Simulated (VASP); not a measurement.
# Ir12F in VASP: a series of runs, part 2 of 2

VASP 6.6.1. The steps go on from the part before.

## 5. Single point, PBE

INCAR

```
PREC     = Accurate       # precision mode
ENCUT    = 520            # plane-wave cutoff, eV
EDIFF    = 1E-7           # SCF threshold, eV
ISMEAR   = 0              # smearing method
SIGMA    = 0.1            # smearing width, eV
LREAL    = False          # projectors in reciprocal space
LASPH    = True           # aspherical terms in the spheres
NELM     = 100            # most SCF steps
ALGO     = Normal         # electronic algorithm
ISIF     = 2              # what is computed and relaxed
LWAVE    = False          # write WAVECAR
LCHARG   = True           # write CHGCAR
GGA      = PE             # functional
LELF     = True           # ELF
LVHAR    = True         
NBANDS   = 70             # bands
```

KPOINTS

```
regular mesh
0
Gamma
  4 4 1
```

POSCAR

```
Ir12F
1.0
    5.4305800000      0.0000000000      0.0000000000
    2.7152900000      4.7030200000      0.0000000000
    0.0000000000      0.0000000000     16.4340500000
Ir F
12 1
Direct
    0.1666666312      0.1666667375      0.0608492733
    0.6666666312      0.1666667375      0.0608492733
    0.1666666312      0.6666667375      0.0608492733
    0.6666666312      0.6666667375      0.0608492733
   -0.1625982312      0.3350547095      0.1934020524
    0.3395687840      0.3363779019      0.1957367174
   -0.1619651922      0.8347295993      0.1932891162
    0.3387008116      0.8337062143      0.1939838323
    0.0072049193     -0.0003859222      0.3255655179
    0.5067409381      0.0043014914      0.3255039993
    0.0099291111      0.5020167892      0.3255983765
    0.5104439200      0.5022374985      0.3307086811
    0.5816680615      0.5213922118      0.4480285748
```

Potentials or basis: VASP PAW PBE potentials, release 64 (Ir, F).

On the command line:

```bash
cat potpaw_PBE.64/Ir/POTCAR potpaw_PBE.64/F/POTCAR > POTCAR
mpirun -np 1 vasp_std > vasp.out
```

OUTCAR:

```text
PREC = Accurate
   ENCUT = 520
   EDIFF = 1E-7
   ISMEAR = 0
   LREAL = False
   LASPH = True
   NELM = 100
   ISIF = 2
   GGA = PE

 ion  position               nearest neighbor table
   1  0.167  0.167  0.061-   5 2.67   8 2.69   3 2.72   3 2.72   4 2.72   4 2.72   2 2.72   2 2.72
                             6 2.74
   2  0.667  0.167  0.061-   7 2.68   6 2.70   5 2.70   4 2.72   3 2.72   4 2.72   3 2.72   1 2.72
                             1 2.72
   3  0.167  0.667  0.061-   7 2.67   6 2.71   8 2.71   1 2.72   1 2.72   2 2.72   2 2.72   4 2.72
[... 951 lines left out ...]
 -----------------------------------------------------------------------------
  energy-cutoff  :      520.00
  volume of cell :      419.73
      direct lattice vectors                 reciprocal lattice vectors
     5.430580000  0.000000000  0.000000000     0.184142394 -0.106314666  0.000000000
     2.715290000  4.703020000  0.000000000     0.000000000  0.212629332  0.000000000
     0.000000000  0.000000000 16.434050000     0.000000000  0.000000000  0.060849273

 POSITION                                       TOTAL-FORCE (eV/Angst)
 -----------------------------------------------------------------------------------
      1.35764      0.78384      1.00000         0.031106      0.000199     -0.274539
      4.07293      0.78384      1.00000         0.012233      0.233748      0.027281
      2.71529      3.13535      1.00000         0.261641     -0.137477      0.007426
      5.43058      3.13535      1.00000        -0.086776     -0.055483      0.009013
      5.45735      1.57577      3.17838         0.006884      0.002041      0.023804
      2.75742      1.58199      3.21675         0.003653     -0.004766     -0.025775
      6.81755      3.92575      3.17652         0.004380     -0.003188     -0.004994
      4.10310      3.92094      3.18794         0.004386      0.000087      0.001589
      2.75337      4.70121      5.35036         0.009647      0.010762      0.042222
      2.76358      0.02023      5.34935         0.008342     -0.002776      0.041929
      1.41704      2.36099      5.35090         0.008524      0.003316      0.038236
      4.13573      2.36203      5.43488        -0.029249     -0.003885     -0.109643
      4.57453      2.45212      7.36292        -0.234770     -0.042578      0.223449
 -----------------------------------------------------------------------------------
    total drift:                               -0.000751      0.000067     -0.000192

  FREE ENERGIE OF THE ION-ELECTRON SYSTEM (eV)
  ---------------------------------------------------
  free  energy   TOTEN  =      -103.0261884764 eV

  energy  without entropy=     -102.9294031662  energy(sigma->0) =     -102.97779582
```

OSZICAR:

```text
N       E                     dE             d eps       ncg     rms          rms(c)
DAV:   1     0.120639143109E+04    0.12064E+04   -0.47721E+04  1400   0.145E+03
DAV:   2     0.320003982378E+02   -0.11744E+04   -0.11072E+04  1406   0.450E+02
DAV:   3    -0.101444803651E+03   -0.13345E+03   -0.12521E+03  2136   0.135E+02
[... 23 lines left out ...]
DAV:  27    -0.103026179854E+03   -0.30773E-05   -0.26873E-07  1202   0.227E-03    0.748E-04
DAV:  28    -0.103026182546E+03   -0.26925E-05   -0.16438E-07  1038   0.157E-03    0.602E-04
DAV:  29    -0.103026184685E+03   -0.21391E-05   -0.13942E-07  1030   0.156E-03    0.453E-04
DAV:  30    -0.103026187566E+03   -0.28805E-05   -0.35336E-07  1080   0.119E-03    0.311E-04
DAV:  31    -0.103026188383E+03   -0.81691E-06   -0.10242E-07  1020   0.725E-04    0.246E-04
DAV:  32    -0.103026188476E+03   -0.93654E-07   -0.12648E-08   842   0.573E-04
   1 F= -.10302619E+03 E0= -.10297780E+03  d E =-.967853E-01
```

stdout:

```text
POSCAR found type information on POSCAR IrF
 POSCAR found :  2 types and      13 ions
 scaLAPACK will be used
 LDA part: xc-table for (Slater+PW92), standard interpolation
 POSCAR, INCAR and KPOINTS ok, starting setup
 FFT: planning ... GRIDC
 FFT: planning ... GRID_SOFT
 FFT: planning ... GRID
 WAVECAR not read
 entering main loop
```

Run time: 14 min. Hardware: 1 thread of Intel Xeon Platinum 8259CL at 2.50GHz (Skylake/Cascade Lake), shared host; peak memory 0.61 GiB.

Results:

- Free energy: -103.0262 eV
- Largest force: 0.327 eV/Å
- Band gap on the k mesh: zero (an odd number of electrons rules out a gap without spin polarisation)

Forces on the atoms (eV/Å):
```
Ir   0.031  0.000 -0.275
Ir   0.012  0.234  0.027
Ir   0.262 -0.137  0.007
Ir  -0.087 -0.055  0.009
Ir   0.007  0.002  0.024
Ir   0.004 -0.005 -0.026
Ir   0.004 -0.003 -0.005
Ir   0.004  0.000  0.002
Ir   0.010  0.011  0.042
Ir   0.008 -0.003  0.042
Ir   0.009  0.003  0.038
Ir  -0.029 -0.004 -0.110
F   -0.235 -0.043  0.223
```

Levels at points of the mesh, in eV from the Fermi level:
| k point | band 54 | band 55 | band 56 | band 57 | band 58 | band 59 | band 60 | band 61 |
| --- | --- | --- | --- | --- | --- | --- | --- | --- |
| (0.00, 0.00, 0.00) | 0.42 | 0.44 | 0.49 | 0.60 | 0.68 | 0.85 | 0.95 | 0.96 |
| (0.50, 0.00, 0.00) | -1.17 | -1.00 | -0.92 | -0.47 | -0.40 | -0.36 | -0.32 | -0.30 |
| (0.50, 0.50, 0.00) | -1.17 | -1.00 | -0.92 | -0.46 | -0.44 | -0.38 | -0.35 | -0.33 |
| (0.00, 0.50, 0.00) | -1.17 | -1.00 | -0.92 | -0.48 | -0.43 | -0.38 | -0.32 | -0.31 |

Caveat: there is no dipole correction, which matters where the two faces differ; spin-orbit coupling is left out, which moves the levels of the heavy elements.

## 6. Summary

| potentials or basis | cell | gap on the mesh (eV) | largest force (eV/Å) |
| --- | --- | --- | --- |
| VASP PAW PBE potentials, release 64 (Ir, F) | as given, atomic positions A | none | 0.30 |
| VASP PAW PBE potentials, release 64 (Ir_sv_GW, F) | as given, atomic positions B | none | 0.30 |
| VASP PAW PBE potentials, release 64 (Ir, F) | as given, atomic positions C | none | 0.31 |
| VASP PAW PBE potentials, release 64 (Ir, F) | as given, atomic positions D | none | 0.33 |

Alike in all rows: task single point; level PBE; no spin polarisation; k mesh 4 × 4 × 1; cutoff (eV) 520; smearing gaussian 0.1 eV.

Caveats: there is no dipole correction, which matters where the two faces differ; spin-orbit coupling is left out, which moves the levels of the heavy elements.

Total energies depend on the potentials used, so only differences within one code and one set of settings carry meaning.
